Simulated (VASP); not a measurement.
# TePb (rocksalt type) (Fm-3m) in VASP: a series of runs

The runs below take TePb (rocksalt type) through single point, with PBE.

All numbers are computed with VASP 6.6.1; they aren't measurements. Logs are shortened: lines on timing, memory, paths and dates and some standing lists are left out, and cuts for length are marked.

## 1. The cell of the first run

The structure is cubic, space group Fm-3m (No. 225). Conventional cell: a = 6.413 Å, b = 6.413 Å, c = 6.413 Å, α = 90.00°, β = 90.00°, γ = 90.00°. Pb (site symmetry m-3m) has 6 Te at 3.21 Å within 4.2 Å. Within 4.2 Å of Te (site symmetry m-3m) lie 6 Pb at 3.21 Å.

## 2. Single point, PBE

INCAR reads:

```
ALGO = Normal
EDIFF = 1E-6
ENCUT = 520
GGA = PE
ISIF = 2
ISMEAR = -1
LASPH = T
LCHARG = F
LREAL = F
LWAVE = F
NBANDS = 17
NELM = 100
PREC = Accurate
SIGMA = 0.08
```

KPOINTS reads:

```
k-points
0
Gamma
  11 11 11
```

POSCAR reads:

```
TePb
1.0
    0.0000000000      3.2064403774      3.2064403774
    3.2064403774      0.0000000000      3.2064403774
    3.2064403774      3.2064403774      0.0000000000
Pb Te
1 1
Direct
    0.0000000000      0.0000000000      0.0000000000
    0.5000000000      0.5000000000      0.5000000000
```

Potentials or basis: VASP PAW PBE potentials, release 64 (Pb_d, Te).

Command:

```console
$ cat potpaw_PBE.64/Pb_d/POTCAR potpaw_PBE.64/Te/POTCAR > POTCAR
$ mpirun -np 1 vasp_std > vasp.out
```

OUTCAR:

```text
EDIFF = 1E-6
   ENCUT = 520
   GGA = PE
   ISIF = 2
   ISMEAR = -1
   LASPH = T
   LREAL = F
   NELM = 100
   PREC = Accurate

 ion  position               nearest neighbor table
   1  0.000  0.000  0.000-   2 3.21   2 3.21   2 3.21   2 3.21   2 3.21   2 3.21
   2  0.500  0.500  0.500-   1 3.21   1 3.21   1 3.21   1 3.21   1 3.21   1 3.21

  LATTYP: Found a face centered cubic cell.
 ALAT       =     6.4128807548

  Lattice vectors:

 A1 = (   0.0000000000,   3.2064403774,   3.2064403774)
 A2 = (   3.2064403774,   0.0000000000,   3.2064403774)
 A3 = (   3.2064403774,   3.2064403774,   0.0000000000)

Analysis of symmetry for initial positions (statically):
=====================================================================
 Subroutine PRICEL returns:
 Original cell was already a primitive cell.

 Routine SETGRP: Setting up the symmetry group for a
 face centered cubic supercell.

 Subroutine GETGRP returns: Found 48 space group operations
 (whereof 48 operations were pure point group operations)
 out of a pool of 48 trial point group operations.

The static configuration has the point symmetry O_h .

Analysis of symmetry for dynamics (positions and initial velocities):
=====================================================================
 Subroutine PRICEL returns:
 Original cell was already a primitive cell.

 Routine SETGRP: Setting up the symmetry group for a
 face centered cubic supercell.

 Subroutine GETGRP returns: Found 48 space group operations
 (whereof 48 operations were pure point group operations)
 out of a pool of 48 trial point group operations.

The dynamic configuration has the point symmetry O_h .

 Subroutine INISYM returns: Found 48 space group operations
 (whereof 48 operations are pure point group operations),
 and found     1 'primitive' translations

----------------------------------------------------------------------------------------

                                     Primitive cell

  volume of cell :      65.9325

  direct lattice vectors                    reciprocal lattice vectors
     0.000000000  3.206440377  3.206440377    -0.155936160  0.155936160  0.155936160
     3.206440377  0.000000000  3.206440377     0.155936160 -0.155936160  0.155936160
     3.206440377  3.206440377  0.000000000     0.155936160  0.155936160 -0.155936160

[... 79 lines left out ...]
   LSORBIT =      F    spin-orbit coupling
   LASPH  =      T    aspherical Exc in radial PAW
   ENCUT  =  520.0 eV  38.22 Ry    6.18 a.u.   8.43  8.43  8.43*2*pi/ulx,y,z
   NELM   =    100;   NELMIN=  2; NELMDL= -5     # of ELM steps
   EDIFF  = 0.1E-05   stopping-criterion for ELM
   LREAL  =      F    real-space projection
   EDIFFG = 0.1E-04   stopping-criterion for IOM
   NSW    =      0    number of steps for IOM
   IBRION =     -1    ionic relax: 0-MD 1-quasi-New 2-CG
   NFREE  =      0    steps in history (QN), initial steepest desc. (CG)
   ISIF   =      2    stress and relaxation
   ISYM   =      2    0-nonsym 1-usesym 2-fastsym
   POTIM  = 0.5000    time-step for ionic-motion
   TEBEG  =    0.0;   TEEND  =   0.0 temperature during run
   PSTRESS=    0.0 pullay stress
   NELECT =      20.0000    total number of electrons
   NUPDOWN=      -1.0000    fix difference up-down
   EMIN   =  10.00;   EMAX   =-10.00  energy-range for DOS
   EFERMI =   0.00;   METHOD = LEGACY
   ISMEAR =    -1;   SIGMA  =   0.08  broadening in eV -4-tet -1-fermi 0-gaus
   EFERMI_NEDOS =   21; number of points for ismear=-14 and -15
   IALGO  =     38    algorithm
   IMIX   =      4    mixing-type and parameters
     AMIX     =   0.40;   BMIX     =  1.00
     AMIX_MAG =   1.60;   BMIX_MAG =  1.00
  volume/ion in A,a.u.               =      32.97       222.47
  Fermi-wavevector in a.u.,A,eV,Ry     =   1.099981  2.078662 16.462466  1.209957
  Thomas-Fermi vector in A             =   2.236384
   LORBIT       =      0    0 simple, 1 ext, 2 COOP (PROOUT), +10 PAW based schemes
   GGA     = PE    functional components
   LHFCALC =     F    Hartree Fock is set to
   AEXX    =    0.0000 exact exchange contribution
   IVDW    =     0    specifies the selected vdW correction
   LEPSILON=     F    determine dielectric tensor
   LRPA    =     F    only Hartree local field effects (RPA)
 non-spin polarized calculation
  energy-cutoff  :      520.00
  volume of cell :       65.93
 maximum number of plane-waves:      1807
 NGX is ok and might be reduce to    36
   NGX = 17   NGY = 17   NGZ = 17

 number of electron      20.0000000 magnetization

 Free energy of the ion-electron system (eV)
  ---------------------------------------------------
  ext. energy  EPLUGINS =         0.00000000
  ---------------------------------------------------
  free energy    TOTEN  =        -7.47587521 eV

  energy without entropy =       -7.47573558  energy(sigma->0) =       -7.47580539

 E-fermi :   6.3129     XC(G=0):  -9.4037

 val. band max:        5.8814678918   @ k =   0.4545   0.0000   0.0000
 cond. band min:       6.6954691881   @ k =   0.4545   0.0000   0.0000
 fundamental gap:      0.8140012963
 Fermi energy:         6.3129196797

 k-point     1 :       0.0000    0.0000    0.0000
  band No.  band energies     occupation
      1     -10.8349      2.00000
      2     -10.8349      2.00000
      3     -10.8239      2.00000
      4     -10.8239      2.00000
      5     -10.8239      2.00000
      6      -6.2879      2.00000
[... 457 lines left out ...]
      4     -10.8151      2.00000
      5     -10.8111      2.00000
      6      -5.5415      2.00000
[... 9 lines left out ...]
     16      14.4492      0.00000
     17      14.6422      0.00000

 [... further k-points ...]

------------------------ aborting loop because EDIFF is reached ----------------------------------------

  FORCE on cell =-STRESS in cart. coord.  units (eV):
  Direction    XX          YY          ZZ          XY          YZ          ZX
  --------------------------------------------------------------------------------------
  -------------------------------------------------------------------------------------
  Total        1.3235878      1.3235878      1.3235878     -0.0000000      0.0000000     -0.0000000
  in kB       32.1635386     32.1635386     32.1635386     -0.0000000      0.0000000     -0.0000000
  external PRESSURE =      32.1635386 kB  Pullay stress =       0.0000000 kB

 VOLUME and BASIS-vectors are now :
 -----------------------------------------------------------------------------
  energy-cutoff  :      520.00
  volume of cell :       65.93
      direct lattice vectors                 reciprocal lattice vectors
     0.000000000  3.206440377  3.206440377    -0.155936160  0.155936160  0.155936160
     3.206440377  0.000000000  3.206440377     0.155936160 -0.155936160  0.155936160
     3.206440377  3.206440377  0.000000000     0.155936160  0.155936160 -0.155936160

 POSITION                                       TOTAL-FORCE (eV/Angst)
 -----------------------------------------------------------------------------------
      0.00000      0.00000      0.00000         0.000000      0.000000      0.000000
      3.20644      3.20644      3.20644        -0.000000     -0.000000     -0.000000
 -----------------------------------------------------------------------------------
    total drift:                               -0.000000      0.000000      0.000000

  FREE ENERGIE OF THE ION-ELECTRON SYSTEM (eV)
  ---------------------------------------------------
  free  energy   TOTEN  =        -7.4758752101 eV

  energy  without entropy=       -7.4757355777  energy(sigma->0) =       -7.47580539
```

OSZICAR:

```text
N       E                     dE             d eps       ncg     rms          rms(c)
DAV:   1     0.151665300264E+03    0.15167E+03   -0.92081E+03  1912   0.115E+03
DAV:   2     0.273468341530E+01   -0.14893E+03   -0.14468E+03  2027   0.297E+02
DAV:   3    -0.731193268533E+01   -0.10047E+02   -0.99898E+01  2520   0.835E+01
DAV:   4    -0.757759994017E+01   -0.26567E+00   -0.26552E+00  2459   0.150E+01
DAV:   5    -0.758748843408E+01   -0.98885E-02   -0.98879E-02  2700   0.253E+00    0.350E+00
DAV:   6    -0.747736315571E+01    0.11013E+00   -0.23781E-01  2778   0.350E+00    0.217E+00
DAV:   7    -0.747425252295E+01    0.31106E-02   -0.79453E-02  2383   0.139E+00    0.921E-01
DAV:   8    -0.747589167527E+01   -0.16392E-02   -0.91544E-03  2418   0.966E-01    0.145E-01
DAV:   9    -0.747583899966E+01    0.52676E-04   -0.10076E-03  2909   0.350E-01    0.598E-02
DAV:  10    -0.747586881579E+01   -0.29816E-04   -0.13196E-04  2271   0.886E-02    0.192E-02
DAV:  11    -0.747587530573E+01   -0.64899E-05   -0.32724E-05  2497   0.460E-02    0.172E-02
DAV:  12    -0.747587521011E+01    0.95623E-07   -0.17581E-06  2130   0.878E-03
   1 F= -.74758752E+01 E0= -.74758054E+01  d E =-.139632E-03
```

stdout:

```text
POSCAR found type information on POSCAR PbTe
 POSCAR found :  2 types and       2 ions
 scaLAPACK will be used
 LDA part: xc-table for (Slater+PW92), standard interpolation
 POSCAR, INCAR and KPOINTS ok, starting setup
 FFT: planning ... GRIDC
 FFT: planning ... GRID_SOFT
 FFT: planning ... GRID
 WAVECAR not read
 entering main loop
```

It took 47 s on 1 thread of Intel Xeon Platinum 8259CL at 2.50GHz (Skylake/Cascade Lake), shared host; peak memory 0.23 GiB.

Results:

| Quantity | Value |
| --- | --- |
| Free energy | -7.4759 eV |
| Pressure | 3.2 GPa |

Levels at points of the mesh, in eV from the Fermi level:
```tsv
k point	band 6	band 7	band 8	band 9	band 10	band 11	band 12	band 13	band 14	band 15
(0.00, 0.00, 0.00)	-12.60	-5.92	-1.82	-1.82	-1.82	3.72	3.72	3.72	5.35	5.35
```

Caveat: this odd mesh misses L, so gap, dielectric constants and Born charges aren't listed; the cell stands under pressure; spin-orbit coupling is left out, which moves the levels of the heavy elements.

## 3. Single point, PBE

INCAR reads:

```
SYSTEM = TePb
PREC = Accurate
ENCUT = 520
EDIFF = 1E-6
ISMEAR = -1
SIGMA = 0.08
LREAL = .False.
LASPH = .True.
NELM = 60
ALGO = Normal
ISIF = 2
LWAVE = .False.
LCHARG = .True.
GGA = PE
LELF = .True.
LVHAR = .True.
NBANDS = 17
```

KPOINTS reads:

```
regular mesh
0
Gamma
  11 11 11
  0 0 0
```

POSCAR is that of step 2.

Potentials or basis: VASP PAW PBE potentials, release 64 (Pb_d, Te).

Command:

```console
$ cat potpaw_PBE.64/Pb_d/POTCAR potpaw_PBE.64/Te/POTCAR > POTCAR
$ mpirun -np 1 vasp_std > vasp.out
```

Run time: 47 s. Hardware: 1 thread of Intel Xeon Platinum 8259CL at 2.50GHz (Skylake/Cascade Lake), shared host; peak memory 0.24 GiB.

The run converged. Its results:

- Free energy: -7.4759 eV
- Pressure: 3.2 GPa

Levels at points of the mesh, in eV from the Fermi level:
| k point | band 8 | band 9 | band 10 | band 11 | band 12 | band 13 |
| --- | --- | --- | --- | --- | --- | --- |
| (0.00, 0.00, 0.00) | -1.82 | -1.82 | -1.82 | 3.72 | 3.72 | 3.72 |

Caveat: this odd mesh misses L, so gap, dielectric constants and Born charges aren't listed; the cell stands under pressure; spin-orbit coupling is left out, which moves the levels of the heavy elements.
